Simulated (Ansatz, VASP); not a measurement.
## One calculation of Y2F, two programs

```
Y F
1.0
     5.30854    0.00000    0.00000
     0.00000    5.30854    0.00000
     0.00000    0.00000    5.30854
Y F
4 2
Direct
  0.75000 0.25000 0.25000
  0.75000 0.75000 0.75000
  0.25000 0.75000 0.25000
  0.25000 0.25000 0.75000
  0.00000 0.00000 0.00000
  0.50000 0.50000 0.50000
```

Alike in both runs: functional PBE; k mesh 6 × 6 × 6; occupations gaussian, width 0.1 eV; no spin polarisation.

Ansatz relaxed the structure, and its values are those at the end. VASP's run is a single point on that final structure, the one shown.

```csv
,VASP,Ansatz
version,VASP 6.6.1,Ansatz 0.2.0
potentials or method,"VASP PAW PBE potentials, release 64 (Y_sv, F), cutoff 520 eV","scalar-relativistic, plane waves, PAW"
valence electrons in the cell,58,58
```

```tsv
	VASP	Ansatz	Ansatz less VASP
gap on the k mesh at the Fermi level (eV)	none	none	-
pressure (GPa)	-0.1	0.0	+0.09
```

A gap of «none» marks a metal or a gap that the smearing closes. The functional is the same, so the differences come from potentials, cutoffs and numerics.
